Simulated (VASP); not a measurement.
# Y (Pm-3m) in VASP: single point with PBEsol+D4

Aim: the single point of Y with PBEsol+D4.

Everything below comes from runs of VASP 6.6.1. Logs are shortened: lines on timing, memory, paths and dates and some standing lists are left out, and cuts for length are marked.

### 1 The cell of the first run

It takes space group Pm-3m (No. 221, cubic). Conventional cell: a = 4.920 Å, b = 4.920 Å, c = 4.920 Å, α = 90.00°, β = 90.00°, γ = 90.00°. Y (site symmetry 4/mmm) has 8 Y at 3.48 Å within 4.6 Å.

This isn't the form of Y at room conditions, which is hcp.

### 2 Single point, PBEsol+D4

The input, INCAR:

```
SYSTEM = Y
ALGO = Normal
EDIFF = 1E-6
ENCUT = 500
GGA = PS
GGA_COMPAT = .False.
ISIF = 2
ISMEAR = -1
IVDW = 13
LASPH = .True.
LCHARG = .True.
LELF = .True.
LREAL = .False.
LVHAR = .True.
LWAVE = .False.
NBANDS = 24
NELM = 120
PREC = Accurate
SIGMA = 0.05
```

The input, KPOINTS:

```
k-points
0
Gamma
  5 5 5
  0 0 0
```

The input, POSCAR:

```
Y
1.0
    4.9197070000      0.0000000000      0.0000000000
    0.0000000000      4.9197070000      0.0000000000
    0.0000000000      0.0000000000      4.9197070000
Y
3
Direct
    0.5000000000      0.5000000000      0.0000000000
    0.5000000000      0.0000000000      0.5000000000
    0.0000000000      0.5000000000      0.5000000000
```

Potentials or basis: VASP PAW PBE potentials, release 64 (Y_sv).

Command:

```bash
$ cat potpaw_PBE.64/Y_sv/POTCAR > POTCAR
$ mpirun -np 1 vasp_std > vasp.out
```

OUTCAR:

```text
SYSTEM = Y
   EDIFF = 1E-6
   ENCUT = 500
   GGA = PS
   ISIF = 2
   ISMEAR = -1
   IVDW = 13
   LASPH = .True.
   LREAL = .False.
   NELM = 120
   PREC = Accurate

 ion  position               nearest neighbor table
   1  0.500  0.500  0.000-   2 3.48   3 3.48   2 3.48   3 3.48   2 3.48   2 3.48   3 3.48   3 3.48

   2  0.500  0.000  0.500-   1 3.48   3 3.48   1 3.48   1 3.48   3 3.48   1 3.48   3 3.48   3 3.48

   3  0.000  0.500  0.500-   1 3.48   2 3.48   1 3.48   2 3.48   1 3.48   2 3.48   1 3.48   2 3.48

  LATTYP: Found a simple cubic cell.
 ALAT       =     4.9197070000

  Lattice vectors:

 A1 = (   4.9197070000,   0.0000000000,   0.0000000000)
 A2 = (   0.0000000000,   4.9197070000,   0.0000000000)
 A3 = (   0.0000000000,   0.0000000000,   4.9197070000)

Analysis of symmetry for initial positions (statically):
=====================================================================
 Subroutine PRICEL returns:
 Original cell was already a primitive cell.

 Routine SETGRP: Setting up the symmetry group for a
 simple cubic supercell.

 Subroutine GETGRP returns: Found 48 space group operations
 (whereof 48 operations were pure point group operations)
 out of a pool of 48 trial point group operations.

The static configuration has the point symmetry O_h .

Analysis of symmetry for dynamics (positions and initial velocities):
=====================================================================
 Subroutine PRICEL returns:
 Original cell was already a primitive cell.

 Routine SETGRP: Setting up the symmetry group for a
 simple cubic supercell.

 Subroutine GETGRP returns: Found 48 space group operations
 (whereof 48 operations were pure point group operations)
 out of a pool of 48 trial point group operations.

The dynamic configuration has the point symmetry O_h .

 Subroutine INISYM returns: Found 48 space group operations
 (whereof 48 operations are pure point group operations),
 and found     1 'primitive' translations

----------------------------------------------------------------------------------------

                                     Primitive cell

  volume of cell :     119.0742

  direct lattice vectors                    reciprocal lattice vectors
     4.919707000  0.000000000  0.000000000     0.203264137  0.000000000  0.000000000
     0.000000000  4.919707000  0.000000000     0.000000000  0.203264137  0.000000000
     0.000000000  0.000000000  4.919707000     0.000000000  0.000000000  0.203264137

  length of vectors
     4.919707000  4.919707000  4.919707000     0.203264137  0.203264137  0.203264137

  position of ions in fractional coordinates (direct lattice)
     0.500000000  0.500000000  0.000000000
     0.500000000  0.000000000  0.500000000
     0.000000000  0.500000000  0.500000000

  ion indices of the primitive-cell ions
   primitive index   ion index
                 1           1
                 2           2
                 3           3

----------------------------------------------------------------------------------------

 KPOINTS: k-points

Automatic generation of k-mesh.
 Grid dimensions read from file:
 generate k-points for:    5    5    5

 Generating k-lattice:

  Cartesian coordinates                     Fractional coordinates (reciprocal lattice)
     0.040652827  0.000000000  0.000000000     0.200000000  0.000000000  0.000000000
     0.000000000  0.040652827  0.000000000     0.000000000  0.200000000  0.000000000
     0.000000000  0.000000000  0.040652827     0.000000000  0.000000000  0.200000000

  Length of vectors
     0.040652827  0.040652827  0.040652827

  Shift w.r.t. Gamma in fractional coordinates (k-lattice)
     0.000000000  0.000000000  0.000000000

 Subroutine IBZKPT returns following result:
 ===========================================

 Found     10 irreducible k-points:

 Following reciprocal coordinates:
            Coordinates               Weight
  0.000000  0.000000  0.000000      1.000000
  0.200000  0.000000  0.000000      6.000000
  0.400000  0.000000  0.000000      6.000000
  0.200000  0.200000  0.000000     12.000000
  0.400000  0.200000  0.000000     24.000000
  0.400000  0.400000  0.000000     12.000000
  0.200000  0.200000  0.200000      8.000000
  0.400000  0.200000  0.200000     24.000000
  0.400000  0.400000  0.200000     24.000000
  0.400000  0.400000  0.400000      8.000000
   k-points           NKPTS =     10   k-points in BZ     NKDIM =     10   number of bands    NBANDS=     24
   number of dos      NEDOS =    301   number of ions     NIONS =      3
   total plane-waves  NPLWV =  46656
   dimension x,y,z NGX =    36 NGY =   36 NGZ =   36
   dimension x,y,z NGXF=    72 NGYF=   72 NGZF=   72
   ions per type =               3
   NGX,Y,Z   is equivalent  to a cutoff of  12.17, 12.17, 12.17 a.u.
   NGXF,Y,Z  is equivalent  to a cutoff of  24.33, 24.33, 24.33 a.u.
 SYSTEM =  Y
   PREC   = accura    normal or accurate (medium, high low for compatibility)
   ISTART =      0    job   : 0-new  1-cont  2-samecut
   ICHARG =      2    charge: 1-file 2-atom 10-const
   ISPIN  =      1    spin polarized calculation?
   LNONCOLLINEAR =      F non collinear calculations
   LSORBIT =      F    spin-orbit coupling
   LASPH  =      T    aspherical Exc in radial PAW
   ENCUT  =  500.0 eV  36.75 Ry    6.06 a.u.   8.97  8.97  8.97*2*pi/ulx,y,z
   NELM   =    120;   NELMIN=  2; NELMDL= -5     # of ELM steps
   EDIFF  = 0.1E-05   stopping-criterion for ELM
   LREAL  =      F    real-space projection
   EDIFFG = 0.1E-04   stopping-criterion for IOM
   NSW    =      0    number of steps for IOM
   IBRION =     -1    ionic relax: 0-MD 1-quasi-New 2-CG
   NFREE  =      0    steps in history (QN), initial steepest desc. (CG)
   ISIF   =      2    stress and relaxation
   ISYM   =      2    0-nonsym 1-usesym 2-fastsym
   POTIM  = 0.5000    time-step for ionic-motion
   TEBEG  =    0.0;   TEEND  =   0.0 temperature during run
   PSTRESS=    0.0 pullay stress
   NELECT =      33.0000    total number of electrons
   NUPDOWN=      -1.0000    fix difference up-down
   EMIN   =  10.00;   EMAX   =-10.00  energy-range for DOS
   EFERMI =   0.00;   METHOD = LEGACY
   ISMEAR =    -1;   SIGMA  =   0.05  broadening in eV -4-tet -1-fermi 0-gaus
   EFERMI_NEDOS =   21; number of points for ismear=-14 and -15
   IALGO  =     38    algorithm
   IMIX   =      4    mixing-type and parameters
     AMIX     =   0.40;   BMIX     =  1.00
     AMIX_MAG =   1.60;   BMIX_MAG =  1.00
  volume/ion in A,a.u.               =      39.69       267.85
  Fermi-wavevector in a.u.,A,eV,Ry     =   1.067350  2.016999 15.500251  1.139236
  Thomas-Fermi vector in A             =   2.202964
   LORBIT       =      0    0 simple, 1 ext, 2 COOP (PROOUT), +10 PAW based schemes
   GGA     = PS    functional components
   LHFCALC =     F    Hartree Fock is set to
   AEXX    =    0.0000 exact exchange contribution
   IVDW    =    13    specifies the selected vdW correction
   LEPSILON=     F    determine dielectric tensor
   LRPA    =     F    only Hartree local field effects (RPA)
 non-spin polarized calculation
  energy-cutoff  :      500.00
  volume of cell :      119.07
 maximum number of plane-waves:      3037
 NGX is ok and might be reduce to    36
   NGX = 17   NGY = 17   NGZ = 17

 number of electron      32.9999996 magnetization

 Free energy of the ion-electron system (eV)
  ---------------------------------------------------
  ext. energy  EPLUGINS =         0.00000000
  ---------------------------------------------------
  free energy    TOTEN  =       -18.20756527 eV

  energy without entropy =      -18.15123931  energy(sigma->0) =      -18.17940229

 E-fermi :   1.8787     XC(G=0):  -8.6956

 val. band max:        1.8607431345   @ k =   0.4000   0.2000   0.0000
 cond. band min:       1.9389637497   @ k =   0.2000   0.2000   0.0000
 fundamental gap:      0.0782206152
 Fermi energy:         1.8787151131

 k-point     1 :       0.0000    0.0000    0.0000
  band No.  band energies     occupation
      1     -41.0297      2.00000
      2     -40.9368      2.00000
      3     -40.9368      2.00000
      4     -21.2297      2.00000
      5     -21.2297      2.00000
      6     -21.2297      2.00000
[... 16 lines left out ...]
     23       4.9475      0.00000
     24       4.9475      0.00000

 k-point     2 :       0.2000    0.0000    0.0000
  band No.  band energies     occupation
      1     -41.0219      2.00000
      2     -40.9446      2.00000
      3     -40.9368      2.00000
      4     -21.2039      2.00000
      5     -21.2039      2.00000
      6     -21.1900      2.00000
[... 16 lines left out ...]
     23       4.6679      0.00000
     24       5.2600      0.00000

 k-point     3 :       0.4000    0.0000    0.0000
  band No.  band energies     occupation
      1     -41.0038      2.00000
      2     -40.9627      2.00000
      3     -40.9366      2.00000
      4     -21.1492      2.00000
      5     -21.1492      2.00000
      6     -21.0890      2.00000
[... 16 lines left out ...]
     23       4.2138      0.00000
     24       4.3627      0.00000

 k-point     4 :       0.2000    0.2000    0.0000
  band No.  band energies     occupation
      1     -41.0147      2.00000
      2     -40.9475      2.00000
      3     -40.9410      2.00000
      4     -21.2180      2.00000
      5     -21.1773      2.00000
      6     -21.1275      2.00000
[... 16 lines left out ...]
     23       4.7289      0.00000
     24       5.2231      0.00000

 k-point     5 :       0.4000    0.2000    0.0000
  band No.  band energies     occupation
      1     -40.9978      2.00000
      2     -40.9628      2.00000
      3     -40.9424      2.00000
      4     -21.1768      2.00000
      5     -21.1195      2.00000
      6     -21.0992      2.00000
[... 73 lines left out ...]
 k-point     8 :       0.4000    0.2000    0.2000
  band No.  band energies     occupation
      1     -40.9927      2.00000
      2     -40.9628      2.00000
      3     -40.9472      2.00000
      4     -21.2252      2.00000
      5     -21.1263      2.00000
      6     -21.1174      2.00000
[... 16 lines left out ...]
     23       4.5739      0.00000
     24       4.7325      0.00000

 k-point     9 :       0.4000    0.4000    0.2000
  band No.  band energies     occupation
      1     -40.9800      2.00000
      2     -40.9645      2.00000
      3     -40.9579      2.00000
      4     -21.2469      2.00000
      5     -21.1932      2.00000
      6     -21.1242      2.00000
[... 16 lines left out ...]
     23       4.0837      0.00000
     24       4.6513      0.00000

 k-point    10 :       0.4000    0.4000    0.4000
  band No.  band energies     occupation
      1     -40.9733      2.00000
      2     -40.9644      2.00000
      3     -40.9644      2.00000
      4     -21.3215      2.00000
      5     -21.1970      2.00000
      6     -21.1952      2.00000
[... 16 lines left out ...]
     23       3.5731      0.00000
     24       4.8009      0.00000

------------------------ aborting loop because EDIFF is reached ----------------------------------------

  DFT-D4 for vdW energy calculation

  Edisp (eV):   -0.35318

  FORCE on cell =-STRESS in cart. coord.  units (eV):
  Direction    XX          YY          ZZ          XY          YZ          ZX
  --------------------------------------------------------------------------------------
  -------------------------------------------------------------------------------------
  Total      -2.16025    -2.16025    -2.16025    -0.00000    -0.00000     0.00000
  in kB     -29.06682   -29.06682   -29.06682    -0.00000    -0.00000     0.00000
  external pressure =      -29.07 kB  Pullay stress =        0.00 kB

 VOLUME and BASIS-vectors are now :
 -----------------------------------------------------------------------------
  energy-cutoff  :      500.00
  volume of cell :      119.07
      direct lattice vectors                 reciprocal lattice vectors
     4.919707000  0.000000000  0.000000000     0.203264137  0.000000000  0.000000000
     0.000000000  4.919707000  0.000000000     0.000000000  0.203264137  0.000000000
     0.000000000  0.000000000  4.919707000     0.000000000  0.000000000  0.203264137

 POSITION                                       TOTAL-FORCE (eV/Angst)
 -----------------------------------------------------------------------------------
      2.45985      2.45985      0.00000         0.000000      0.000000      0.000000
      2.45985      0.00000      2.45985         0.000000      0.000000      0.000000
      0.00000      2.45985      2.45985         0.000000      0.000000      0.000000
 -----------------------------------------------------------------------------------
    total drift:                                0.000000      0.000000      0.000000

  FREE ENERGIE OF THE ION-ELECTRON SYSTEM (eV)
  ---------------------------------------------------
  free  energy   TOTEN  =       -18.5607462314 eV

  energy  without entropy=      -18.5044202779  energy(sigma->0) =      -18.53258325
```

Run time: 29 s. Hardware: 1 thread of Intel Xeon Platinum 8488C (Sapphire Rapids), shared host; peak memory 0.22 GiB.

Results:

| Quantity | Value |
| --- | --- |
| Free energy | -18.5607 eV |
| Pressure | -2.9 GPa |
| Band gap on the k mesh | zero (an odd number of electrons rules out a gap without spin polarisation) |
| Dispersion energy per atom | -0.118 eV |

Levels at points of the mesh, in eV from the Fermi level:
| k point | band 12 | band 13 | band 14 | band 15 | band 16 | band 17 | band 18 | band 19 | band 20 | band 21 |
| --- | --- | --- | --- | --- | --- | --- | --- | --- | --- | --- |
| (0.00, 0.00, 0.00) | -22.61 | -4.30 | -1.76 | -0.67 | -0.67 | -0.38 | -0.38 | -0.38 | 2.85 | 2.85 |

Caveat: the PAW data sets were made with another functional, which shifts forces and pressure a little.
